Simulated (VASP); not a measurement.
A run of VASP 6.6.1 is set up as follows.

Contents of INCAR:

```
SYSTEM = Zn
  ALGO = Normal
  EDIFF = 1E-6
  ENCUT = 520
  GGA = PS
  ISIF = 2
  ISMEAR = 0
  LASPH = .TRUE.
  LCHARG = .FALSE.
  LREAL = .FALSE.
  LWAVE = .FALSE.
  NBANDS = 12
  NELM = 60
  PREC = Accurate
  SIGMA = 0.15
```

File KPOINTS:

```
k-points
0
G
  24 24 24
  0 0 0
```

The input POSCAR:

```
Zn
1.0
   -0.8302303281      1.6604606563      1.6604606563
    1.6604606563     -0.8302303281      1.6604606563
    1.6604606563      1.6604606563     -0.8302303281
Zn
1
Direct
    0.0000000000      0.0000000000      0.0000000000
```

Potentials or basis: VASP PAW PBE potentials, release 64 (Zn).

Launch:

```sh
$ cat potpaw_PBE.64/Zn/POTCAR > POTCAR
$ mpirun -np 1 vasp_std > vasp.out
```

Question: What does it give for the band gap on the k mesh?

Answer: Zero (band 6 reaches 8.78 eV, above the bottom of band 7 at -0.13 eV).

Question: What does it give for the pressure?

Answer: 7.3 GPa.

Caveat: the PAW data sets were made with another functional, which shifts forces and pressure a little.
